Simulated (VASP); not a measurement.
# Zn3P (Pm-3m) in VASP: further runs, part 2 of 2

VASP 6.6.1. The steps go on from the part before.

### Step 3. Density of states, PBE+D3(BJ)

File POSCAR:

```
Zn3P
1.0
    3.9755180000      0.0000000000      0.0000000000
    0.0000000000      3.9755180000      0.0000000000
    0.0000000000      0.0000000000      3.9755180000
Zn P
3 1
Direct
    0.5000000000      0.5000000000      0.0000000000
    0.0000000000      0.5000000000      0.5000000000
    0.5000000000      0.0000000000      0.5000000000
    0.0000000000      0.0000000000      0.0000000000
```

File INCAR.step1:

```
SYSTEM = Zn3P
  PREC = Accurate
  ENCUT = 400
  EDIFF = 1E-6
  ISMEAR = 0
  SIGMA = 0.01
  LREAL = .False.
  LASPH = .True.
  NELM = 120
  ALGO = Normal
  ISIF = 2
  LWAVE = .False.
  LCHARG = .True.
  GGA = PE
  IVDW = 12
  NBANDS = 28
  GGA_COMPAT = .False.
  NEDOS = 2001
  LORBIT = 11
```

File KPOINTS.step1:

```
regular mesh
0
Gamma
  7 7 7
  0 0 0
```

File INCAR.step2:

```
SYSTEM = Zn3P
  PREC = Accurate
  ENCUT = 400
  EDIFF = 1E-6
  ISMEAR = -5
  SIGMA = 0.01
  LREAL = .False.
  LASPH = .True.
  NELM = 120
  ALGO = Normal
  ISIF = 2
  LWAVE = .False.
  LCHARG = .False.
  GGA = PE
  IVDW = 12
  LORBIT = 11
  NEDOS = 2001
  ICHARG = 11
  GGA_COMPAT = .False.
```

File KPOINTS.step2:

```
regular mesh
0
Gamma
  11 11 11
  0 0 0
```

Potentials or basis: VASP PAW PBE potentials, release 64 (Zn, P).

The run is started by

```sh
cat potpaw_PBE.64/Zn/POTCAR potpaw_PBE.64/P/POTCAR > POTCAR
cp INCAR.step1 INCAR
cp KPOINTS.step1 KPOINTS
mpirun -np 1 vasp_std > vasp.out
cp INCAR.step2 INCAR
cp KPOINTS.step2 KPOINTS
mpirun -np 1 vasp_std > vasp.out
```

OUTCAR:

```text
SYSTEM = Zn3P
   PREC = Accurate
   ENCUT = 400
   EDIFF = 1E-6
   ISMEAR = -5
   LREAL = .False.
   LASPH = .True.
   NELM = 120
   ISIF = 2
   GGA = PE
   IVDW = 12
   LORBIT = 11
   ICHARG = 11
 IVDW          = 12

 ion  position               nearest neighbor table
   1  0.500  0.500  0.000-   2 2.81   3 2.81   4 2.81   2 2.81   3 2.81   3 2.81   4 2.81   3 2.81
                             2 2.81   4 2.81   2 2.81   4 2.81
   2  0.000  0.500  0.500-   1 2.81   3 2.81   4 2.81   1 2.81   4 2.81   3 2.81   4 2.81   4 2.81
                             1 2.81   3 2.81   1 2.81   3 2.81
   3  0.500  0.000  0.500-   1 2.81   2 2.81   4 2.81   1 2.81   4 2.81   1 2.81   2 2.81   1 2.81
                             2 2.81   4 2.81   4 2.81   2 2.81
   4  0.000  0.000  0.000-   1 2.81   2 2.81   3 2.81   2 2.81   3 2.81   1 2.81   2 2.81   2 2.81
                             1 2.81   3 2.81   3 2.81   1 2.81

  LATTYP: Found a simple cubic cell.
 ALAT       =     3.9755180000

  Lattice vectors:

 A1 = (   3.9755180000,   0.0000000000,   0.0000000000)
 A2 = (   0.0000000000,   3.9755180000,   0.0000000000)
 A3 = (   0.0000000000,   0.0000000000,   3.9755180000)

Analysis of symmetry for initial positions (statically):
[... 193 lines left out ...]
      6      -3.4304      2.00000
[... 637 lines left out ...]
     23       7.0395      0.00000
     24       7.5462      0.00000

 [... further k-points ...]

------------------------ aborting loop because EDIFF is reached ----------------------------------------

 Edisp (eV)   -1.60624

 E8    (eV) :    -0.6552

  FORCE on cell =-STRESS in cart. coord.  units (eV):
  Direction    XX          YY          ZZ          XY          YZ          ZX
  --------------------------------------------------------------------------------------
  -------------------------------------------------------------------------------------
  Total      -2.70073    -2.70073    -2.70073     0.00000     0.00000     0.00000
  in kB     -68.86690   -68.86690   -68.86690     0.00000     0.00000     0.00000
  external pressure =      -68.87 kB  Pullay stress =        0.00 kB

 VOLUME and BASIS-vectors are now :
 -----------------------------------------------------------------------------
  energy-cutoff  :      400.00
  volume of cell :       62.83
      direct lattice vectors                 reciprocal lattice vectors
     3.975518000  0.000000000  0.000000000     0.251539548  0.000000000  0.000000000
     0.000000000  3.975518000  0.000000000     0.000000000  0.251539548  0.000000000
     0.000000000  0.000000000  3.975518000     0.000000000  0.000000000  0.251539548

 POSITION                                       TOTAL-FORCE (eV/Angst)
 -----------------------------------------------------------------------------------
      1.98776      1.98776      0.00000         0.000000      0.000000      0.000000
      0.00000      1.98776      1.98776         0.000000      0.000000      0.000000
      1.98776      0.00000      1.98776         0.000000      0.000000      0.000000
      0.00000      0.00000      0.00000         0.000000      0.000000      0.000000
 -----------------------------------------------------------------------------------
    total drift:                                0.000000      0.000000      0.000000

  FREE ENERGIE OF THE ION-ELECTRON SYSTEM (eV)
  ---------------------------------------------------
  free  energy   TOTEN  =        -9.6075471434 eV

  energy  without entropy=       -9.6075471434  energy(sigma->0) =       -9.60754714

 total charge

# of ion       s       p       d       tot
------------------------------------------
    1        0.593   0.367   9.744  10.704
    2        0.593   0.367   9.744  10.704
    3        0.593   0.367   9.744  10.704
    4        1.132   1.260   0.000   2.392
--------------------------------------------------
tot          2.911   2.360  29.233  34.504
```

OUTCAR.step1:

```text
SYSTEM = Zn3P
   PREC = Accurate
   ENCUT = 400
   EDIFF = 1E-6
   ISMEAR = 0
   LREAL = .False.
   LASPH = .True.
   NELM = 120
   ISIF = 2
   GGA = PE
   IVDW = 12
[... 854 lines left out ...]

  FREE ENERGIE OF THE ION-ELECTRON SYSTEM (eV)
  ---------------------------------------------------
  free  energy   TOTEN  =        -9.5913387066 eV

  energy  without entropy=       -9.5905494393  energy(sigma->0) =       -9.59094407

 total charge

# of ion       s       p       d       tot
------------------------------------------
    1        0.598   0.366   9.745  10.709
    2        0.598   0.366   9.745  10.709
    3        0.598   0.366   9.745  10.709
    4        1.125   1.251   0.000   2.376
--------------------------------------------------
tot          2.919   2.349  29.236  34.503
```

Wall time 82 s (1 thread of Intel Xeon 8259CL, shared host); peak memory 0.19 GiB.

What came out:

```
Valence electrons inside the program's atomic spheres : Zn 10.70; P 2.39
Dispersion energy per atom                            : -0.402 eV
```

Levels at points of the mesh, in eV from the Fermi level:
```tsv
k point	band 17	band 18	band 19	band 20	band 21	band 22	band 23	band 24
(0.00, 0.00, 0.00)	-3.89	-3.37	-3.37	-3.37	0.53	0.53	4.24	4.24
```

Caveat: pairwise dispersion overbinds metals, which lowers pressure and volume; tetrahedron occupations give inexact forces and stress in metals.
